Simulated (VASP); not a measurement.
Write the native input for VASP 6.6.1 that does the following.

* Task: single point
* Functional: PBEsol
* Potentials or basis: VASP PAW PBE potentials, release 64 (Bi_d)
* Cutoff: 520 eV
* k mesh: 12 × 12 × 12
* Occupations: gaussian, width 0.15 eV
* Spin: no spin polarisation
* Dipole correction: no
* Further INCAR settings: ALGO = Fast; EDIFF = 1e-06; NBANDS = 22

The structure of Bi lies in POSCAR:

```
Bi
1.0
    2.2389046832      1.2926322216      4.0133100000
   -2.2389046832      1.2926322216      4.0133100000
    0.0000000000     -2.5852644431      4.0133100000
Bi
2
Direct
    0.2338900000      0.2338900000      0.2338900000
    0.7661100000      0.7661100000      0.7661100000
```

This cell differs from its parent crystal: strain -0.015 along x and y, +0.015 along z.

The input as run:

INCAR

```
PREC     = Accurate       # precision mode
ENCUT    = 520            # plane-wave cutoff, eV
EDIFF    = 1E-6           # SCF threshold, eV
ISMEAR   = 0              # smearing method
SIGMA    = 0.15           # smearing width, eV
LREAL    = F              # projectors in reciprocal space
LASPH    = T              # aspherical terms in the spheres
NELM     = 100            # most SCF steps
ALGO     = Fast           # electronic algorithm
ISIF     = 2              # what is computed and relaxed
LWAVE    = F              # write WAVECAR
LCHARG   = F              # write CHGCAR
GGA      = PS             # functional
NBANDS   = 22             # bands
```

KPOINTS

```
regular mesh
0
Gamma
  12 12 12
```

Potentials or basis: VASP PAW PBE potentials, release 64 (Bi_d).

Run with:

```bash
$ cat potpaw_PBE.64/Bi_d/POTCAR > POTCAR
$ mpirun -np 1 vasp_std > vasp.out
```

Results of the run:

```json
{
 "Pressure": "0.2 GPa",
 "Largest force": "0.155 eV/Å",
 "Band gap on the k mesh": "zero (band 15 reaches 6.34 eV, above the bottom of band 16 at 6.05 eV)"
}
```

Caveat: the cell differs from its parent crystal (strain -0.015 along x and y, +0.015 along z); the PAW data sets were made with another functional, which shifts forces and pressure a little; spin-orbit coupling is left out, which moves the levels of the heavy elements.

Wall time 4.6 min on 1 thread of Intel(R) Xeon(R) Platinum 8259CL CPU @ 2.50GHz (Skylake/Cascade Lake) (shared host), peak memory 0.36 GiB.
